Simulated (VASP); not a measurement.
# Lu (P6_3/mmc) in VASP: further runs

The runs below take Lu through single point, with PBEsol.

Everything below comes from runs of VASP 6.6.1. Logs are shortened: lines on timing, memory, paths and dates and some standing lists are left out, and cuts for length are marked.

### 1 The cell of the first run

It takes space group P6_3/mmc (No. 194, hexagonal). Conventional cell: a = 3.401 Å, b = 3.401 Å, c = 5.300 Å, α = 90.00°, β = 90.00°, γ = 120.00°. Within 4.3 Å of Lu (site symmetry -6m2) lie 12 Lu at 3.30 to 3.40 Å.

### 2 Single point, PBEsol

The input, INCAR:

```
PREC = Accurate
ENCUT = 520
EDIFF = 1E-6
ISMEAR = -1
SIGMA = 0.1
LREAL = F
LASPH = T
NELM = 100
ALGO = Normal
ISIF = 2
LWAVE = F
LCHARG = F
GGA = PS
NBANDS = 32
```

The input, KPOINTS:

```
Automatic mesh
0
Gamma
  16 16 10
```

The input, POSCAR:

```
Lu
1.0
    3.4008060972      0.0000000000      0.0000000000
   -1.7004030486      2.9451844735      0.0000000000
    0.0000000000      0.0000000000      5.3000718622
Lu
2
Direct
    0.3333333333      0.6666666667      0.2500000000
    0.6666666667      0.3333333333      0.7500000000
```

Potentials or basis: VASP PAW PBE potentials, release 64 (Lu).

Command:

```
$ cat potpaw_PBE.64/Lu/POTCAR > POTCAR
$ mpirun -np 1 vasp_std > vasp.out
```

OUTCAR:

```text
PREC = Accurate
   ENCUT = 520
   EDIFF = 1E-6
   ISMEAR = -1
   LREAL = F
   LASPH = T
   NELM = 100
   ISIF = 2
   GGA = PS

 ion  position               nearest neighbor table
   1  0.333  0.667  0.250-   2 3.30   2 3.30   2 3.30   2 3.30   2 3.30   2 3.30
   2  0.667  0.333  0.750-   1 3.30   1 3.30   1 3.30   1 3.30   1 3.30   1 3.30

  LATTYP: Found a hexagonal cell.
 ALAT       =     3.4008060972
 C/A-ratio  =     1.5584751705

  Lattice vectors:

 A1 = (   3.4008060972,   0.0000000000,   0.0000000000)
 A2 = (  -1.7004030486,   2.9451844735,   0.0000000000)
 A3 = (   0.0000000000,   0.0000000000,   5.3000718622)

Analysis of symmetry for initial positions (statically):
=====================================================================
 Subroutine PRICEL returns:
 Original cell was already a primitive cell.

 Routine SETGRP: Setting up the symmetry group for a
 hexagonal supercell.

 Subroutine GETGRP returns: Found 24 space group operations
 (whereof 12 operations were pure point group operations)
 out of a pool of 24 trial point group operations.

The static configuration has the point symmetry D_3d.
 The point group associated with its full space group is D_6h.

Analysis of symmetry for dynamics (positions and initial velocities):
=====================================================================
 Subroutine PRICEL returns:
 Original cell was already a primitive cell.

 Routine SETGRP: Setting up the symmetry group for a
 hexagonal supercell.

 Subroutine GETGRP returns: Found 24 space group operations
 (whereof 12 operations were pure point group operations)
 out of a pool of 24 trial point group operations.

The dynamic configuration has the point symmetry D_3d.
 The point group associated with its full space group is D_6h.

 Subroutine INISYM returns: Found 24 space group operations
 (whereof 12 operations are pure point group operations),
 and found     1 'primitive' translations

----------------------------------------------------------------------------------------

                                     Primitive cell

  volume of cell :      53.0855

  direct lattice vectors                    reciprocal lattice vectors
     3.400806097  0.000000000  0.000000000     0.294047932  0.169768653  0.000000000
    -1.700403049  2.945184473  0.000000000     0.000000000  0.339537305  0.000000000
     0.000000000  0.000000000  5.300071862     0.000000000  0.000000000  0.188676687

  length of vectors
     3.400806097  3.400806097  5.300071862     0.339537305  0.339537305  0.188676687

  position of ions in fractional coordinates (direct lattice)
     0.333333333  0.666666667  0.250000000
     0.666666667  0.333333333  0.750000000

  ion indices of the primitive-cell ions
   primitive index   ion index
                 1           1
                 2           2

----------------------------------------------------------------------------------------

 KPOINTS: Automatic mesh

Automatic generation of k-mesh.
 Grid dimensions read from file:
 generate k-points for:   16   16   10

 Generating k-lattice:

  Cartesian coordinates                     Fractional coordinates (reciprocal lattice)
     0.018377996  0.010610541  0.000000000     0.062500000  0.000000000  0.000000000
     0.000000000  0.021221082  0.000000000     0.000000000  0.062500000  0.000000000
     0.000000000  0.000000000  0.018867669     0.000000000  0.000000000  0.100000000

  Length of vectors
     0.021221082  0.021221082  0.018867669

  Shift w.r.t. Gamma in fractional coordinates (k-lattice)
     0.000000000  0.000000000  0.000000000

 Subroutine IBZKPT returns following result:
 ===========================================

 Found    180 irreducible k-points:

 Following reciprocal coordinates:
            Coordinates               Weight
  0.000000  0.000000  0.000000      1.000000
  0.062500  0.000000  0.000000      6.000000
  0.125000  0.000000  0.000000      6.000000
  0.187500  0.000000  0.000000      6.000000
  0.250000  0.000000  0.000000      6.000000
  0.312500 -0.000000  0.000000      6.000000
[... 16 lines left out ...]
  0.187500  0.187500  0.000000      6.000000
  0.250000  0.187500  0.000000     12.000000
 [... further k-points ...]
   k-points           NKPTS =    180   k-points in BZ     NKDIM =    180   number of bands    NBANDS=     32
   number of dos      NEDOS =    301   number of ions     NIONS =      2
   total plane-waves  NPLWV =  31360
   dimension x,y,z NGX =    28 NGY =   28 NGZ =   40
   dimension x,y,z NGXF=    56 NGYF=   56 NGZF=   80
   ions per type =               2
   NGX,Y,Z   is equivalent  to a cutoff of  13.69, 13.69, 12.55 a.u.
   NGXF,Y,Z  is equivalent  to a cutoff of  27.38, 27.38, 25.09 a.u.
 SYSTEM =  unknown system
   PREC   = accura    normal or accurate (medium, high low for compatibility)
   ISTART =      0    job   : 0-new  1-cont  2-samecut
   ICHARG =      2    charge: 1-file 2-atom 10-const
   ISPIN  =      1    spin polarized calculation?
   LNONCOLLINEAR =      F non collinear calculations
   LSORBIT =      F    spin-orbit coupling
   LASPH  =      T    aspherical Exc in radial PAW
   ENCUT  =  520.0 eV  38.22 Ry    6.18 a.u.   6.32  6.32  9.85*2*pi/ulx,y,z
   NELM   =    100;   NELMIN=  2; NELMDL= -5     # of ELM steps
   EDIFF  = 0.1E-05   stopping-criterion for ELM
   LREAL  =      F    real-space projection
   EDIFFG = 0.1E-04   stopping-criterion for IOM
   NSW    =      0    number of steps for IOM
   IBRION =     -1    ionic relax: 0-MD 1-quasi-New 2-CG
   NFREE  =      0    steps in history (QN), initial steepest desc. (CG)
   ISIF   =      2    stress and relaxation
   ISYM   =      2    0-nonsym 1-usesym 2-fastsym
   POTIM  = 0.5000    time-step for ionic-motion
   TEBEG  =    0.0;   TEEND  =   0.0 temperature during run
   PSTRESS=    0.0 pullay stress
   NELECT =      50.0000    total number of electrons
   NUPDOWN=      -1.0000    fix difference up-down
   EMIN   =  10.00;   EMAX   =-10.00  energy-range for DOS
   EFERMI =   0.00;   METHOD = LEGACY
   ISMEAR =    -1;   SIGMA  =   0.10  broadening in eV -4-tet -1-fermi 0-gaus
   EFERMI_NEDOS =   21; number of points for ismear=-14 and -15
   IALGO  =     38    algorithm
   IMIX   =      4    mixing-type and parameters
     AMIX     =   0.40;   BMIX     =  1.00
     AMIX_MAG =   1.60;   BMIX_MAG =  1.00
  volume/ion in A,a.u.               =      26.54       179.12
  Fermi-wavevector in a.u.,A,eV,Ry     =   1.604745  3.032529 35.037826  2.575208
  Thomas-Fermi vector in A             =   2.701201
   LORBIT       =      0    0 simple, 1 ext, 2 COOP (PROOUT), +10 PAW based schemes
   GGA     = PS    functional components
   LHFCALC =     F    Hartree Fock is set to
   AEXX    =    0.0000 exact exchange contribution
   IVDW    =     0    specifies the selected vdW correction
   LEPSILON=     F    determine dielectric tensor
   LRPA    =     F    only Hartree local field effects (RPA)
 non-spin polarized calculation
  energy-cutoff  :      520.00
  volume of cell :       53.09
 maximum number of plane-waves:      1452
 NGX is ok and might be reduce to    28
   NGX = 13   NGY = 13   NGZ = 19

 number of electron      49.9999990 magnetization

 Free energy of the ion-electron system (eV)
  ---------------------------------------------------
  ext. energy  EPLUGINS =         0.00000000
  ---------------------------------------------------
  free energy    TOTEN  =        -9.93863370 eV

  energy without entropy =       -9.84020688  energy(sigma->0) =       -9.88942029

 E-fermi :   2.4340     XC(G=0): -11.2343

 val. band max:        2.4268585797   @ k =   0.3750   0.1875   0.4000
 cond. band min:       2.4438489106   @ k =   0.1875   0.1875   0.2000
 fundamental gap:      0.0169903309
 Fermi energy:         2.4339831464

 k-point     1 :       0.0000    0.0000    0.0000
  band No.  band energies     occupation
      1     -53.5376      2.00000
      2     -53.4820      2.00000
      3     -24.6075      2.00000
      4     -24.0149      2.00000
      5     -24.0149      2.00000
      6     -23.8996      2.00000
[... 24 lines left out ...]
     31       6.0604      0.00000
     32       6.0604      0.00000

 k-point     2 :       0.0625    0.0000    0.0000
  band No.  band energies     occupation
      1     -53.5362      2.00000
      2     -53.4816      2.00000
      3     -24.5989      2.00000
      4     -24.0321      2.00000
      5     -24.0209      2.00000
      6     -23.9180      2.00000
[... 24 lines left out ...]
     31       5.9030      0.00000
     32       5.9495      0.00000

 k-point     3 :       0.1250    0.0000    0.0000
  band No.  band energies     occupation
      1     -53.5321      2.00000
      2     -53.4803      2.00000
      3     -24.5738      2.00000
      4     -24.0812      2.00000
      5     -24.0377      2.00000
      6     -23.9696      2.00000
[... 24 lines left out ...]
     31       5.7587      0.00000
     32       5.8887      0.00000

 k-point     4 :       0.1875    0.0000    0.0000
  band No.  band energies     occupation
      1     -53.5259      2.00000
      2     -53.4786      2.00000
      3     -24.5341      2.00000
      4     -24.1548      2.00000
      5     -24.0619      2.00000
      6     -24.0446      2.00000
[... 24 lines left out ...]
     31       6.1760      0.00000
     32       6.3446      0.00000

 k-point     5 :       0.2500    0.0000    0.0000
  band No.  band energies     occupation
      1     -53.5182      2.00000
      2     -53.4769      2.00000
      3     -24.4829      2.00000
      4     -24.2420      2.00000
      5     -24.1300      2.00000
      6     -24.0895      2.00000
[... 584 lines left out ...]
     31       8.6384      0.00000
     32       9.5772      0.00000

 k-point    22 :       0.4375    0.1250    0.0000
  band No.  band energies     occupation
      1     -53.4922      2.00000
      2     -53.4767      2.00000
      3     -24.4503      2.00000
      4     -24.3220      2.00000
      5     -24.2762      2.00000
      6     -24.1928      2.00000
[... 24 lines left out ...]
     31       8.8999      0.00000
     32       9.6167      0.00000

 k-point    23 :       0.1875    0.1875    0.0000
  band No.  band energies     occupation
      1     -53.5081      2.00000
      2     -53.4754      2.00000
      3     -24.4103      2.00000
      4     -24.2801      2.00000
      5     -24.2756      2.00000
      6     -24.1027      2.00000
[... 24 lines left out ...]
     31       7.2645      0.00000
     32       8.2234      0.00000

 k-point    24 :       0.2500    0.1875    0.0000
  band No.  band energies     occupation
      1     -53.5009      2.00000
      2     -53.4753      2.00000
      3     -24.3538      2.00000
      4     -24.3480      2.00000
      5     -24.2992      2.00000
      6     -24.1451      2.00000
[... 24 lines left out ...]
     31       7.8527      0.00000
     32       8.9911      0.00000

 [... further k-points ...]

------------------------ aborting loop because EDIFF is reached ----------------------------------------

  FORCE on cell =-STRESS in cart. coord.  units (eV):
  Direction    XX          YY          ZZ          XY          YZ          ZX
  --------------------------------------------------------------------------------------
  -------------------------------------------------------------------------------------
  Total        0.6921214      0.6921214      0.6958670      0.0000000      0.0000000      0.0000000
  in kB       20.8889562     20.8889562     21.0020008      0.0000000      0.0000000      0.0000000
  external PRESSURE =      20.9266377 kB  Pullay stress =       0.0000000 kB

 VOLUME and BASIS-vectors are now :
 -----------------------------------------------------------------------------
  energy-cutoff  :      520.00
  volume of cell :       53.09
      direct lattice vectors                 reciprocal lattice vectors
     3.400806097  0.000000000  0.000000000     0.294047932  0.169768653  0.000000000
    -1.700403049  2.945184473  0.000000000     0.000000000  0.339537305  0.000000000
     0.000000000  0.000000000  5.300071862     0.000000000  0.000000000  0.188676687

 POSITION                                       TOTAL-FORCE (eV/Angst)
 -----------------------------------------------------------------------------------
     -0.00000      1.96346      1.32502         0.000000      0.000000      0.000000
      1.70040      0.98173      3.97505        -0.000000     -0.000000      0.000000
 -----------------------------------------------------------------------------------
    total drift:                               -0.000000      0.000000     -0.000000

  FREE ENERGIE OF THE ION-ELECTRON SYSTEM (eV)
  ---------------------------------------------------
  free  energy   TOTEN  =        -9.9386336967 eV

  energy  without entropy=       -9.8402068847  energy(sigma->0) =       -9.88942029
```

Wall time 2.1 min (1 thread of AMD EPYC 9R45 (Zen 5), shared host); peak memory 0.34 GiB.

What came out:

| Item | Value |
| --- | --- |
| Free energy | -9.9386 eV |
| Pressure | 2.1 GPa |
| Band gap on the k mesh | zero (bands 25 and 26 overlap by 1.92 eV) |

Levels at points of the mesh, in eV from the Fermi level:
```tsv
k point	band 21	band 22	band 23	band 24	band 25	band 26	band 27	band 28	band 29	band 30
(0.00, 0.00, 0.00)	-4.68	-4.65	-4.65	-2.56	1.03	2.25	2.25	2.74	3.08	3.08
(0.50, 0.00, 0.00)	-4.68	-4.66	-2.40	-1.55	-0.99	-0.23	1.79	1.87	2.61	6.67
(0.00, 0.00, 0.50)	-4.65	-4.65	-4.43	-4.43	1.27	1.27	2.14	2.14	2.14	2.14
(0.50, 0.00, 0.50)	-4.68	-4.68	-2.26	-2.26	0.13	0.13	1.60	1.60	3.57	3.57
```

Caveat: the PAW data sets were made with another functional, which shifts forces and pressure a little; spin-orbit coupling is left out, which moves the levels of the heavy elements.

### 3 Single point, PBEsol

This run uses another cell than the first one, of 27.56 Å³/atom.

The input, INCAR:

```
  PREC = Accurate
  ENCUT = 520
  EDIFF = 1E-6
  ISMEAR = -1
  SIGMA = 0.1
  LREAL = False
  LASPH = True
  NELM = 100
  ALGO = Normal
  ISIF = 2
  LWAVE = False
  LCHARG = False
  GGA = PS
  NBANDS = 32
```

The input, KPOINTS:

```
regular mesh
0
Gamma
  16 16 10
```

The input, POSCAR:

```
Lu
1.0
    3.4434478595      0.0000000000      0.0000000000
   -1.7217239297      2.9821133229      0.0000000000
    0.0000000000      0.0000000000      5.3678591129
Lu
2
Direct
    0.3333333333      0.6666666667      0.2500000000
    0.6666666667      0.3333333333      0.7500000000
```

Potentials or basis: VASP PAW PBE potentials, release 64 (Lu).

Command:

```
$ cat potpaw_PBE.64/Lu/POTCAR > POTCAR
$ mpirun -np 1 vasp_std > vasp.out
```

Wall time 2.6 min (1 thread of AMD EPYC 9R45 (Zen 5), shared host); peak memory 0.34 GiB.

Results (log left out):

```
Free energy            : -9.9542 eV
Pressure               : 0.1 GPa
Band gap on the k mesh : zero (bands 25 and 26 overlap by 1.90 eV)
```

Levels at points of the mesh, in eV from the Fermi level:
| k point | band 23 | band 24 | band 25 | band 26 | band 27 | band 28 |
| --- | --- | --- | --- | --- | --- | --- |
| (0.00, 0.00, 0.00) | -4.72 | -2.49 | 0.89 | 2.22 | 2.22 | 2.69 |
| (0.50, 0.00, 0.00) | -2.38 | -1.48 | -0.92 | -0.29 | 1.71 | 1.85 |
| (0.00, 0.00, 0.50) | -4.40 | -4.40 | 1.25 | 1.25 | 2.11 | 2.11 |
| (0.50, 0.00, 0.50) | -2.20 | -2.20 | 0.12 | 0.12 | 1.50 | 1.50 |

Caveat: the PAW data sets were made with another functional, which shifts forces and pressure a little; spin-orbit coupling is left out, which moves the levels of the heavy elements.
